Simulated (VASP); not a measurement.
# Ge (I4_1/amd) in VASP: further runs, part 2 of 2

VASP 6.6.1.

### Step 3. Single point, LDA (the cell strained)

INCAR reads:

```
ALGO     = Normal         # electronic algorithm
EDIFF    = 1E-6           # SCF threshold, eV
ENCUT    = 520            # plane-wave cutoff, eV
GGA      = CA             # functional
ISIF     = 2              # what is computed and relaxed
ISMEAR   = 0              # smearing method
LASPH    = T              # aspherical terms in the spheres
LCHARG   = F              # write CHGCAR
LREAL    = F              # projectors in reciprocal space
LWAVE    = F              # write WAVECAR
NBANDS   = 21             # bands
NELM     = 100            # most SCF steps
PREC     = Accurate       # precision mode
SIGMA    = 0.15           # smearing width, eV
```

KPOINTS reads:

```
k-points
0
Gamma
  14 14 14
```

POSCAR reads:

```
Ge
1.0
    0.0000000000      2.9090873871      2.6139625797
    2.9090873871      0.0000000000      2.6139625797
    2.9090873871      2.9090873871      0.0000000000
Ge
2
Direct
    0.5000000000      0.5000000000      0.5000000000
    0.7500000000      0.7500000000      0.7500000000
```

Potentials or basis: VASP PAW LDA potentials, release 64 (Ge_d).

Launch:

```bash
$ cat potpaw_LDA.64/Ge_d/POTCAR > POTCAR
$ mpirun -np 1 vasp_std > vasp.out
```

OUTCAR:

```text
EDIFF = 1E-6
   ENCUT = 520
   GGA = CA
   ISIF = 2
   ISMEAR = 0
   LASPH = T
   LREAL = F
   NELM = 100
   PREC = Accurate

 ion  position               nearest neighbor table
   1  0.500  0.500  0.500-   2 2.44   2 2.44   2 2.44   2 2.44
   2  0.750  0.750  0.750-   1 2.44   1 2.44   1 2.44   1 2.44

  LATTYP: Found a body centered tetragonal cell.
 ALAT       =     4.1140708370
 C/A-ratio  =     1.2707426213

  Lattice vectors:

 A1 = (   0.0000000000,  -2.9090873871,  -2.6139625797)
 A2 = (   0.0000000000,   2.9090873871,  -2.6139625797)
 A3 = (   2.9090873871,   0.0000000000,   2.6139625797)

Analysis of symmetry for initial positions (statically):
=====================================================================
 Subroutine PRICEL returns:
 Original cell was already a primitive cell.

 Routine SETGRP: Setting up the symmetry group for a
 body centered tetragonal supercell.

 Subroutine GETGRP returns: Found 16 space group operations
 (whereof  8 operations were pure point group operations)
[... 155 lines left out ...]
   NGX = 15   NGY = 15   NGZ = 15

 number of electron      28.0000002 magnetization

 Free energy of the ion-electron system (eV)
  ---------------------------------------------------
  ext. energy  EPLUGINS =         0.00000000
  ---------------------------------------------------
  free energy    TOTEN  =       -10.32527650 eV

  energy without entropy =      -10.32344677  energy(sigma->0) =      -10.32436164

 E-fermi :   4.9449     XC(G=0): -10.4101

 val. band max:        4.9279022630   @ k =   0.0000   0.0000   0.0000
 cond. band min:       4.9540794553   @ k =   0.4286  -0.0000   0.0000
 fundamental gap:      0.0261771923
 Fermi energy:         4.9448993339

 k-point     1 :       0.0000    0.0000    0.0000
  band No.  band energies     occupation
      1     -20.0444      2.00000
      2     -20.0133      2.00000
      3     -20.0133      2.00000
      4     -19.9927      2.00000
      5     -19.9782      2.00000
      6     -19.7843      2.00000
[... 565 lines left out ...]
     20      14.4006      0.00000
     21      14.5732      0.00000

 [... further k-points ...]
[... 5 lines left out ...]
  --------------------------------------------------------------------------------------
  -------------------------------------------------------------------------------------
  Total       -0.4491226     -0.4491226      1.2191290      0.0000000      0.0000000     -0.0000000
  in kB      -16.2641976    -16.2641976     44.1486405      0.0000000      0.0000000     -0.0000000
  external PRESSURE =       3.8734151 kB  Pullay stress =       0.0000000 kB

 VOLUME and BASIS-vectors are now :
 -----------------------------------------------------------------------------
  energy-cutoff  :      520.00
  volume of cell :       44.24
      direct lattice vectors                 reciprocal lattice vectors
     0.000000000  2.909087387  2.613962580    -0.171875208  0.171875208  0.191280474
     2.909087387  0.000000000  2.613962580     0.171875208 -0.171875208  0.191280474
     2.909087387  2.909087387  0.000000000     0.171875208  0.171875208 -0.191280474

 POSITION                                       TOTAL-FORCE (eV/Angst)
 -----------------------------------------------------------------------------------
      2.90909      2.90909      2.61396        -0.000000     -0.000000     -0.000000
      4.36363      4.36363      3.92094         0.000000      0.000000      0.000000
 -----------------------------------------------------------------------------------
    total drift:                                0.000000     -0.000000     -0.000000

  FREE ENERGIE OF THE ION-ELECTRON SYSTEM (eV)
  ---------------------------------------------------
  free  energy   TOTEN  =       -10.3252765032 eV

  energy  without entropy=      -10.3234467697  energy(sigma->0) =      -10.32436164
```

OSZICAR:

```text
N       E                     dE             d eps       ncg     rms          rms(c)
DAV:   1     0.193612945911E+03    0.19361E+03   -0.14709E+04 11360   0.362E+03
DAV:   2     0.175203667601E+02   -0.17609E+03   -0.17058E+03 10298   0.619E+02
DAV:   3    -0.958501636343E+01   -0.27105E+02   -0.26923E+02 11758   0.143E+02
DAV:   4    -0.104895146133E+02   -0.90450E+00   -0.90395E+00 11571   0.309E+01
DAV:   5    -0.105039859669E+02   -0.14471E-01   -0.14471E-01 11673   0.428E+00    0.334E+00
DAV:   6    -0.103838654970E+02    0.12012E+00   -0.38312E-02 11483   0.170E+00    0.191E+00
DAV:   7    -0.103245794502E+02    0.59286E-01   -0.76035E-02 10851   0.212E+00    0.138E-01
DAV:   8    -0.103252489450E+02   -0.66949E-03   -0.61194E-03 11843   0.938E-01    0.490E-02
DAV:   9    -0.103252804782E+02   -0.31533E-04   -0.92508E-05 11798   0.892E-02    0.140E-02
DAV:  10    -0.103252766166E+02    0.38616E-05   -0.10766E-05 14074   0.500E-02    0.501E-03
DAV:  11    -0.103252765032E+02    0.11337E-06   -0.93028E-07  7408   0.907E-03
   1 F= -.10325277E+02 E0= -.10324362E+02  d E =-.182973E-02
```

stdout:

```text
POSCAR found type information on POSCAR Ge
 POSCAR found :  1 types and       2 ions
 scaLAPACK will be used
 LDA part: xc-table for (Slater(with rela. corr.)+CA(PZ))
 , standard interpolation
 POSCAR, INCAR and KPOINTS ok, starting setup
 FFT: planning ... GRIDC
 FFT: planning ... GRID_SOFT
 FFT: planning ... GRID
 WAVECAR not read
 entering main loop
```

It took 1.9 min on 1 thread of Intel Xeon Platinum 8488C (Sapphire Rapids), shared host; peak memory 0.28 GiB.

What came out:

```
Free energy            : -10.3253 eV
Pressure               : 0.4 GPa
Band gap on the k mesh : zero (bands 14 and 15 overlap by 0.29 eV)
```

Caveat: the cell differs from its parent crystal (the cell strained); semilocal functionals underestimate gaps, so a narrow gap can read as zero.

### Step 4. Single point, LDA (the cell strained)

INCAR reads:

```
SYSTEM = Ge
PREC     = Accurate       ! precision mode
ENCUT    = 520            ! plane-wave cutoff, eV
EDIFF    = 1E-7           ! SCF threshold, eV
ISMEAR   = 0              ! smearing method
SIGMA    = 0.15           ! smearing width, eV
LREAL    = .FALSE.        ! projectors in reciprocal space
LASPH    = .TRUE.         ! aspherical terms in the spheres
NELM     = 80             ! most SCF steps
ALGO     = Normal         ! electronic algorithm
ISIF     = 2              ! what is computed and relaxed
LWAVE    = .FALSE.        ! write WAVECAR
LCHARG   = .FALSE.        ! write CHGCAR
GGA      = CA             ! functional
NBANDS   = 21             ! bands
```

KPOINTS reads:

```
Automatic mesh
0
G
  14 14 14
  0 0 0
```

POSCAR reads:

```
Ge
1.0
    0.0000000000      2.7450823156      2.9419727228
    2.7450823156      0.0000000000      2.9419727228
    2.7450823156      2.7450823156      0.0000000000
Ge
2
Direct
    0.5000000000      0.5000000000      0.5000000000
    0.7500000000      0.7500000000      0.7500000000
```

Launch:

```bash
$ cat potpaw_LDA.64/Ge_d/POTCAR > POTCAR
$ mpirun -np 1 vasp_std > vasp.out
```

Run time: 1.8 min. Hardware: 1 thread of Intel Xeon Platinum 8488C (Sapphire Rapids), shared host; peak memory 0.28 GiB.

The run converged. Its results:

```yaml
Free_energy: -10.3565 eV
Pressure: 0.4 GPa
Band_gap_on_the_k_mesh: zero (bands 14 and 15 overlap by 0.16 eV)
```

Stress tensor (GPa, compression positive):
```
 2.29  0.00  0.00
 0.00  2.29  0.00
 0.00  0.00 -3.42
```

Levels at points of the mesh, in eV from the Fermi level:
| k point | band 12 | band 13 | band 14 | band 15 | band 16 | band 17 |
| --- | --- | --- | --- | --- | --- | --- |
| (0.00, 0.00, 0.00) | -0.47 | -0.08 | 0.12 | 0.12 | 2.37 | 2.37 |
| (0.50, 0.00, 0.00) | -7.81 | -1.84 | -1.18 | -0.04 | 3.54 | 3.88 |
| (0.50, 0.50, 0.00) | -9.31 | -2.88 | -2.88 | 0.95 | 0.95 | 9.43 |
| (0.50, 0.00, 0.50) | -8.96 | -3.37 | -3.37 | 0.38 | 0.38 | 9.23 |

Caveat: the cell differs from its parent crystal (the cell strained); semilocal functionals underestimate gaps, so a narrow gap can read as zero.

### Step 5. Single point, LDA (the cell strained)

INCAR reads:

```
SYSTEM = Ge
PREC = Accurate ; ENCUT = 520
EDIFF = 1E-6 ; ISMEAR = 0
SIGMA = 0.15 ; LREAL = .False.
LASPH = .True. ; NELM = 60
ALGO = Normal ; ISIF = 2
LWAVE = .False. ; LCHARG = .False.
NBANDS = 21
```

KPOINTS reads:

```
Automatic mesh
0
Gamma
  14 14 14
  0 0 0
```

POSCAR reads:

```
Ge
1.0
    0.0000000000      2.8763425870      2.6794521798
    2.8763425870      0.0000000000      2.6794521798
    2.8763425870      2.8763425870      0.0000000000
Ge
2
Direct
    0.5000000000      0.5000000000      0.5000000000
    0.7500000000      0.7500000000      0.7500000000
```

Launch:

```bash
$ cat potpaw_LDA.64/Ge_d/POTCAR > POTCAR
$ mpirun -np 1 vasp_std > vasp.out
```

It took 1.8 min on 1 thread of Intel Xeon Platinum 8488C (Sapphire Rapids), shared host; peak memory 0.28 GiB.

Results (log left out):

```yaml
Free_energy: -10.3607 eV
Pressure: 0.4 GPa
Band_gap_on_the_k_mesh: zero (bands 14 and 15 overlap by 0.01 eV)
```

Stress tensor (GPa, compression positive):
```
-1.14  0.00  0.00
 0.00 -1.14  0.00
 0.00  0.00  3.35
```

Levels at points of the mesh, in eV from the Fermi level:
```tsv
k point	band 12	band 13	band 14	band 15	band 16	band 17
(0.00, 0.00, 0.00)	-0.21	-0.21	-0.04	0.30	2.29	2.64
(0.50, 0.00, 0.00)	-7.77	-1.78	-1.17	0.00	3.47	4.02
(0.50, 0.50, 0.00)	-8.81	-3.51	-3.51	0.24	0.24	9.56
(0.50, 0.00, 0.50)	-9.15	-3.00	-3.00	0.80	0.80	9.24
```

Caveat: the cell differs from its parent crystal (the cell strained); semilocal functionals underestimate gaps, so a narrow gap can read as zero.

### Step 6. Single point, LDA (the cell strained)

INCAR reads:

```
SYSTEM = Ge
PREC = Accurate
ENCUT = 520
EDIFF = 1E-6
ISMEAR = 0
SIGMA = 0.15
LREAL = .False.
LASPH = .True.
NELM = 100
ALGO = Normal
ISIF = 2
LWAVE = .False.
LCHARG = .False.
NBANDS = 21
```

KPOINTS is that of step 5.

POSCAR reads:

```
Ge
1.0
    0.0000000000      2.8434572514      2.7452228512
    2.8434572514      0.0000000000      2.7452228512
    2.8434572514      2.8434572514      0.0000000000
Ge
2
Direct
    0.5000000000      0.5000000000      0.5000000000
    0.7500000000      0.7500000000      0.7500000000
```

Potentials or basis: VASP PAW LDA potentials, release 64 (Ge_d).

Launch:

```bash
$ cat potpaw_LDA.64/Ge_d/POTCAR > POTCAR
$ mpirun -np 1 vasp_std > vasp.out
```

Run time: 2 min. Hardware: 1 thread of Intel Xeon Platinum 8488C (Sapphire Rapids), shared host; peak memory 0.28 GiB.

It converged, with:

```yaml
Free_energy: -10.3839 eV
Pressure: 0.3 GPa
Band_gap_on_the_k_mesh: 0.08 eV (least direct gap 0.15 eV)
```

Stress tensor (GPa, compression positive):
```
-0.52  0.00  0.00
 0.00 -0.52  0.00
 0.00  0.00  1.92
```

Levels at points of the mesh, in eV from the valence-band top:
```tsv
k point	band 12	band 13	band 14	band 15	band 16	band 17
(0.00, 0.00, 0.00)	-0.11	-0.11	0.00	0.15	2.40	2.57
(0.50, 0.00, 0.00)	-7.75	-1.62	-1.30	0.08	3.59	3.84
(0.50, 0.50, 0.00)	-8.91	-3.33	-3.33	0.43	0.43	9.56
(0.50, 0.00, 0.50)	-9.08	-3.08	-3.08	0.71	0.71	9.46
```

Caveat: the cell differs from its parent crystal (the cell strained).

### Step 7. The runs side by side

```csv
cell,gap on the mesh (eV),pressure (GPa)
"a = 4.050, b = 4.050, c = 3.836 Å, angles 61.7, 61.7, 56.5°, 2 atoms",none,0.5
"a = 3.911, b = 3.911, c = 4.114 Å, angles 58.3, 58.3, 63.5°, 2 atoms",none,0.4
"a = 4.024, b = 4.024, c = 3.882 Å, angles 61.2, 61.2, 57.7°, 2 atoms",none,0.4
"a = 3.931, b = 3.931, c = 4.068 Å, angles 58.8, 58.8, 62.3°, 2 atoms",none,0.4
"a = 3.952, b = 3.952, c = 4.021 Å, angles 59.4, 59.4, 61.2°, 2 atoms",0.08,0.3
```

Alike in all rows: task single point; level LDA; potentials or basis VASP PAW LDA potentials, release 64 (Ge_d); no spin polarisation; k mesh 14 × 14 × 14; cutoff (eV) 520; smearing gaussian 0.15 eV.

Caveats: semilocal functionals underestimate gaps, so a narrow gap can read as zero (at least some runs).

Absolute energies hang on the potentials; compare differences alone.
